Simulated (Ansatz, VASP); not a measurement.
# PbO: VASP beside Ansatz

The input INCAR:

```
ALGO = Normal ; EDIFF = 1E-6
ENCUT = 600 ; GGA = PE
GGA_COMPAT = F ; ISIF = 2
ISMEAR = -1 ; LASPH = T
LCHARG = T ; LELF = T
LREAL = F ; LVHAR = T
LWAVE = F ; NBANDS = 17
NELM = 120 ; PREC = Accurate
SIGMA = 0.05
```

The input KPOINTS:

```
k-points
0
Gamma
  3 3 3
```

POSCAR

```
PbO
1.0
    0.0000000000      2.5000000000      2.5000000000
    2.5000000000      0.0000000000      2.5000000000
    2.5000000000      2.5000000000      0.0000000000
Pb O
1 1
Direct
    0.0000000000      0.0000000000      0.0000000000
    0.4100000000      0.4100000000     -0.4100000000
```

Input for Ansatz:

```yaml
crystal:
  atoms:
  - position: [0.0, 0.0, 0.0]
    symbol: Pb
  - position: [0.41000000000000003, 0.41000000000000003, -0.41000000000000003]
    symbol: O
  lattice:
  - [0.0, 2.5, 2.5]
  - [2.5, 0.0, 2.5]
  - [2.5, 2.5, 0.0]
hamiltonian:
  dispersion: none
  pseudopotentials:
    kind: all_electron
    lapw: {}
    relativity: scalar
  xc: pbe
kpoints:
  mp_grid:
    grid: [3, 3, 3]
    shift: [0, 0, 0]
magnetization: {spin_polarized: false}
output: {forces: true, stress: true}
scf:
  occupations: {method: fermi_dirac, width: 0.05}
```

Alike in both runs: task single point; functional PBE; k mesh 3 × 3 × 3; occupations fermi-dirac, width 0.05 eV; no spin polarisation.

|  | VASP | Ansatz |
| --- | --- | --- |
| version | VASP 6.6.1 | Ansatz 0.2 development build |
| potentials or method | VASP PAW PBE potentials, release 64 (Pb_d, O), cutoff 600 eV | all-electron full-potential LAPW, scalar-relativistic |

```csv
,VASP,Ansatz,Ansatz less VASP
pressure (GPa),25.8,25.8,+0.03
"traceless stress, the component that is largest in VASP (GPa)",17.53,17.25,-0.285
rms of the force components (eV/Å),1.566,1.540,-0.0261
```

Atom by atom the forces differ by 0.026 eV/Å (rms over components). Ansatz ran all-electron here, and VASP with PAW potentials.

The k mesh is coarse, so the values compare programs but aren't converged. Neither program's run includes spin-orbit coupling.
